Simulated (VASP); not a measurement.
# AlIn (P6/mmm) in VASP: further runs

The runs below take AlIn through single point, relaxation of cell and atoms, with PBE.

All numbers are computed with VASP 6.6.1; they aren't measurements. Logs are shortened: lines on timing, memory, paths and dates and some standing lists are left out, and cuts for length are marked.

## Step 1: The cell of the first run

It takes space group P6/mmm (No. 191, hexagonal). The conventional cell has a = 3.199 Å, b = 3.199 Å, c = 4.508 Å, α = 90.00°, β = 90.00°, γ = 120.00°. Al (site symmetry 6/mmm) has 2 In at 2.25 Å within 3.0 Å. Within 3.0 Å of In (site symmetry 6/mmm) lie 2 Al at 2.25 Å.

The cell was generated, and may not be a known phase.

## Step 2: Single point, PBE

The input, INCAR:

```
SYSTEM = AlIn
  PREC = Accurate
  ENCUT = 520
  EDIFF = 1E-7
  ISMEAR = 0
  SIGMA = 0.1
  LREAL = .FALSE.
  LASPH = .TRUE.
  NELM = 100
  ALGO = Normal
  ISIF = 2
  LWAVE = .FALSE.
  LCHARG = .FALSE.
  GGA = PE
  NBANDS = 15
```

The input, KPOINTS:

```
regular mesh
0
G
  6 6 4
  0 0 0
```

The input, POSCAR:

```
AlIn
1.0
    3.1991470700      0.0000000000      0.0000000000
   -1.5995735300      2.7705426300      0.0000000000
    0.0000000000      0.0000000000      4.5082855200
Al In
1 1
Direct
    0.0000000000      0.0000000000      0.0000000000
    0.0000000000      0.0000000000      0.5000000000
```

Potentials or basis: VASP PAW PBE potentials, release 64 (Al, In_d).

Command:

```sh
$ cat potpaw_PBE.64/Al/POTCAR potpaw_PBE.64/In_d/POTCAR > POTCAR
$ mpirun -np 1 vasp_std > vasp.out
```

OUTCAR:

```text
SYSTEM = AlIn
   PREC = Accurate
   ENCUT = 520
   EDIFF = 1E-7
   ISMEAR = 0
   LREAL = .FALSE.
   LASPH = .TRUE.
   NELM = 100
   ISIF = 2
   GGA = PE

 ion  position               nearest neighbor table
   1  0.000  0.000  0.000-   2 2.25   2 2.25
   2  0.000  0.000  0.500-   1 2.25   1 2.25

  LATTYP: Found a hexagonal cell.
 ALAT       =     3.1991470700
 C/A-ratio  =     1.4092148380

  Lattice vectors:

 A1 = (   3.1991470700,   0.0000000000,   0.0000000000)
 A2 = (  -1.5995735300,   2.7705426300,   0.0000000000)
 A3 = (   0.0000000000,   0.0000000000,   4.5082855200)

Analysis of symmetry for initial positions (statically):
=====================================================================
 Subroutine PRICEL returns:
 Original cell was already a primitive cell.

 Routine SETGRP: Setting up the symmetry group for a
 hexagonal supercell.

 Subroutine GETGRP returns: Found 24 space group operations
 (whereof 24 operations were pure point group operations)
 out of a pool of 24 trial point group operations.

The static configuration has the point symmetry D_6h.

Analysis of symmetry for dynamics (positions and initial velocities):
=====================================================================
 Subroutine PRICEL returns:
 Original cell was already a primitive cell.

 Routine SETGRP: Setting up the symmetry group for a
 hexagonal supercell.

 Subroutine GETGRP returns: Found 24 space group operations
 (whereof 24 operations were pure point group operations)
 out of a pool of 24 trial point group operations.

The dynamic configuration has the point symmetry D_6h.

 Subroutine INISYM returns: Found 24 space group operations
 (whereof 24 operations are pure point group operations),
 and found     1 'primitive' translations

----------------------------------------------------------------------------------------

                                     Primitive cell

  volume of cell :      39.9586

  direct lattice vectors                    reciprocal lattice vectors
     3.199147070  0.000000000  0.000000000     0.312583316  0.180470061  0.000000000
    -1.599573530  2.770542630  0.000000000     0.000000000  0.360940124  0.000000000
     0.000000000  0.000000000  4.508285520     0.000000000  0.000000000  0.221813813

  length of vectors
     3.199147070  3.199147065  4.508285520     0.360940123  0.360940124  0.221813813

  position of ions in fractional coordinates (direct lattice)
     0.000000000  0.000000000  0.000000000
     0.000000000  0.000000000  0.500000000

  ion indices of the primitive-cell ions
   primitive index   ion index
                 1           1
                 2           2

----------------------------------------------------------------------------------------

 KPOINTS: regular mesh

Automatic generation of k-mesh.
 Grid dimensions read from file:
 generate k-points for:    6    6    4

 Generating k-lattice:

  Cartesian coordinates                     Fractional coordinates (reciprocal lattice)
     0.052097219  0.030078344  0.000000000     0.166666667  0.000000000  0.000000000
     0.000000000  0.060156687  0.000000000     0.000000000  0.166666667  0.000000000
     0.000000000  0.000000000  0.055453453     0.000000000  0.000000000  0.250000000

  Length of vectors
     0.060156687  0.060156687  0.055453453

  Shift w.r.t. Gamma in fractional coordinates (k-lattice)
     0.000000000  0.000000000  0.000000000

 Subroutine IBZKPT returns following result:
 ===========================================

 Found     21 irreducible k-points:

 Following reciprocal coordinates:
            Coordinates               Weight
  0.000000  0.000000  0.000000      1.000000
  0.166667  0.000000  0.000000      6.000000
  0.333333  0.000000  0.000000      6.000000
  0.500000  0.000000  0.000000      3.000000
  0.166667  0.166667  0.000000      6.000000
  0.333333  0.166667  0.000000     12.000000
[... 13 lines left out ...]
  0.333333  0.166667  0.500000     12.000000
  0.333333  0.333333  0.500000      2.000000
   k-points           NKPTS =     21   k-points in BZ     NKDIM =     21   number of bands    NBANDS=     15
   number of dos      NEDOS =    301   number of ions     NIONS =      2
   total plane-waves  NPLWV =  20736
   dimension x,y,z NGX =    24 NGY =   24 NGZ =   36
   dimension x,y,z NGXF=    48 NGYF=   48 NGZF=   72
   ions per type =               1   1
   NGX,Y,Z   is equivalent  to a cutoff of  12.47, 12.47, 13.28 a.u.
   NGXF,Y,Z  is equivalent  to a cutoff of  24.94, 24.94, 26.55 a.u.
 SYSTEM =  AlIn
   PREC   = accura    normal or accurate (medium, high low for compatibility)
   ISTART =      0    job   : 0-new  1-cont  2-samecut
   ICHARG =      2    charge: 1-file 2-atom 10-const
   ISPIN  =      1    spin polarized calculation?
   LNONCOLLINEAR =      F non collinear calculations
   LSORBIT =      F    spin-orbit coupling
   LASPH  =      T    aspherical Exc in radial PAW
   ENCUT  =  520.0 eV  38.22 Ry    6.18 a.u.   5.95  5.95  8.38*2*pi/ulx,y,z
   NELM   =    100;   NELMIN=  2; NELMDL= -5     # of ELM steps
   EDIFF  = 0.1E-06   stopping-criterion for ELM
   LREAL  =      F    real-space projection
   EDIFFG = 0.1E-05   stopping-criterion for IOM
   NSW    =      0    number of steps for IOM
   IBRION =     -1    ionic relax: 0-MD 1-quasi-New 2-CG
   NFREE  =      0    steps in history (QN), initial steepest desc. (CG)
   ISIF   =      2    stress and relaxation
   ISYM   =      2    0-nonsym 1-usesym 2-fastsym
   POTIM  = 0.5000    time-step for ionic-motion
   TEBEG  =    0.0;   TEEND  =   0.0 temperature during run
   PSTRESS=    0.0 pullay stress
   NELECT =      16.0000    total number of electrons
   NUPDOWN=      -1.0000    fix difference up-down
   EMIN   =  10.00;   EMAX   =-10.00  energy-range for DOS
   EFERMI =   0.00;   METHOD = LEGACY
   ISMEAR =     0;   SIGMA  =   0.10  broadening in eV -4-tet -1-fermi 0-gaus
   EFERMI_NEDOS =   21; number of points for ismear=-14 and -15
   IALGO  =     38    algorithm
   IMIX   =      4    mixing-type and parameters
     AMIX     =   0.40;   BMIX     =  1.00
     AMIX_MAG =   1.60;   BMIX_MAG =  1.00
  volume/ion in A,a.u.               =      19.98       134.83
  Fermi-wavevector in a.u.,A,eV,Ry     =   1.206641  2.280220 19.809838  1.455982
  Thomas-Fermi vector in A             =   2.342302
   LORBIT       =      0    0 simple, 1 ext, 2 COOP (PROOUT), +10 PAW based schemes
   GGA     = PE    functional components
   LHFCALC =     F    Hartree Fock is set to
   AEXX    =    0.0000 exact exchange contribution
   IVDW    =     0    specifies the selected vdW correction
   LEPSILON=     F    determine dielectric tensor
   LRPA    =     F    only Hartree local field effects (RPA)
 non-spin polarized calculation
 Gauss-broadening in eV      SIGMA  =   0.10
  energy-cutoff  :      520.00
  volume of cell :       39.96
 maximum number of plane-waves:      1096
 NGX is ok and might be reduce to    24
   NGX = 11   NGY = 11   NGZ = 17

 number of electron      16.0000000 magnetization

 Free energy of the ion-electron system (eV)
  ---------------------------------------------------
  ext. energy  EPLUGINS =         0.00000000
  ---------------------------------------------------
  free energy    TOTEN  =        -4.01177155 eV

  energy without entropy =       -4.00556691  energy(sigma->0) =       -4.00866923

 E-fermi :   8.6841     XC(G=0): -10.4465

 val. band max:        8.4932923121   @ k =   0.3333   0.3333   0.0000
 cond. band min:       8.6967369923   @ k =   0.3333   0.1667   0.0000
 fundamental gap:      0.2034446801
 Fermi energy:         8.6841382149

 k-point     1 :       0.0000    0.0000    0.0000
  band No.  band energies     occupation
      1      -7.2529      2.00000
      2      -6.6208      2.00000
      3      -6.6208      2.00000
      4      -6.5315      2.00000
      5      -6.5315      2.00000
      6      -2.3021      2.00000
      7       4.7941      2.00000
      8       6.2148      2.00000
      9      15.1715      0.00000
     10      15.1715      0.00000
     11      18.4899      0.00000
     12      18.4899      0.00000
     13      19.4893      0.00000
     14      19.5924      0.00000
     15      21.8380      0.00000

 k-point     2 :       0.1667    0.0000    0.0000
  band No.  band energies     occupation
      1      -7.2046      2.00000
      2      -6.6475      2.00000
      3      -6.6005      2.00000
      4      -6.5459      2.00000
      5      -6.5249      2.00000
      6      -1.7242      2.00000
      7       5.3350      2.00000
      8       6.6916      2.00000
      9      11.6282      0.00000
     10      13.7680      0.00000
     11      16.4295      0.00000
     12      18.5619      0.00000
     13      19.2670      0.00000
     14      20.7051      0.00000
     15      21.3644      0.00000

 k-point     3 :       0.3333    0.0000    0.0000
  band No.  band energies     occupation
      1      -7.1234      2.00000
      2      -6.7317      2.00000
      3      -6.6958      2.00000
      4      -6.5745      2.00000
      5      -6.3265      2.00000
      6       0.0080      2.00000
      7       6.7488      2.00000
      8       6.8979      2.00000
      9       8.2955      2.00000
     10      12.2545      0.00000
     11      14.2927      0.00000
     12      14.7872      0.00000
     13      15.5691      0.00000
     14      19.4466      0.00000
     15      20.6192      0.00000
[... 289 lines left out ...]
 k-point    20 :       0.3333    0.1667    0.5000
  band No.  band energies     occupation
      1      -6.9780      2.00000
      2      -6.7807      2.00000
      3      -6.6385      2.00000
      4      -6.6302      2.00000
      5      -6.3163      2.00000
      6       3.1786      2.00000
      7       3.6363      2.00000
      8       7.1081      2.00000
      9       7.4084      2.00000
     10      10.4682      0.00000
     11      10.8507      0.00000
     12      17.8661      0.00000
     13      18.4052      0.00000
     14      19.9309      0.00000
     15      20.4166      0.00000

 k-point    21 :       0.3333    0.3333    0.5000
  band No.  band energies     occupation
      1      -6.9348      2.00000
      2      -6.7259      2.00000
      3      -6.7259      2.00000
      4      -6.4752      2.00000
      5      -6.4752      2.00000
      6       4.7140      2.00000
      7       4.9484      2.00000
      8       7.4246      2.00000
      9       7.4246      2.00000
     10       7.5913      2.00000
     11       7.5913      2.00000
     12      19.4482      0.00000
     13      20.3675      0.00000
     14      20.3675      0.00000
     15      20.8926      0.00000

------------------------ aborting loop because EDIFF is reached ----------------------------------------

  FORCE on cell =-STRESS in cart. coord.  units (eV):
  Direction    XX          YY          ZZ          XY          YZ          ZX
  --------------------------------------------------------------------------------------
  -------------------------------------------------------------------------------------
  Total        0.2538431      0.2538431     21.5138588      0.0000000      0.0000000      0.0000000
  in kB       10.1780705     10.1780704    862.6178501      0.0000000      0.0000000      0.0000000
  external PRESSURE =     294.3246636 kB  Pullay stress =       0.0000000 kB

 VOLUME and BASIS-vectors are now :
 -----------------------------------------------------------------------------
  energy-cutoff  :      520.00
  volume of cell :       39.96
      direct lattice vectors                 reciprocal lattice vectors
     3.199147070  0.000000000  0.000000000     0.312583316  0.180470061  0.000000000
    -1.599573530  2.770542630  0.000000000     0.000000000  0.360940124  0.000000000
     0.000000000  0.000000000  4.508285520     0.000000000  0.000000000  0.221813813

 POSITION                                       TOTAL-FORCE (eV/Angst)
 -----------------------------------------------------------------------------------
      0.00000      0.00000      0.00000         0.000000      0.000000      0.000000
      0.00000      0.00000      2.25414        -0.000000      0.000000      0.000000
 -----------------------------------------------------------------------------------
    total drift:                                0.000000     -0.000000      0.000000

  FREE ENERGIE OF THE ION-ELECTRON SYSTEM (eV)
  ---------------------------------------------------
  free  energy   TOTEN  =        -4.0117715504 eV

  energy  without entropy=       -4.0055669079  energy(sigma->0) =       -4.00866923
```

Run time: 4.7 s. Hardware: 1 thread of Intel Xeon 6975P-C (Granite Rapids), shared host; peak memory 0.15 GiB.

What came out:

* Free energy: -4.0118 eV
* Pressure: 29.4 GPa
* Band gap on the k mesh: zero (bands 8 and 9 overlap by 7.59 eV)

Caveat: the k points lie up to 0.38 Å⁻¹ apart, too coarse for converged energies and pressures of a metal; spin-orbit coupling is left out, which moves the levels of the heavy elements.

(Continued in part 2 of 2.)

The gap in the log of VASP goes by the Fermi energy; the results here count the filled bands.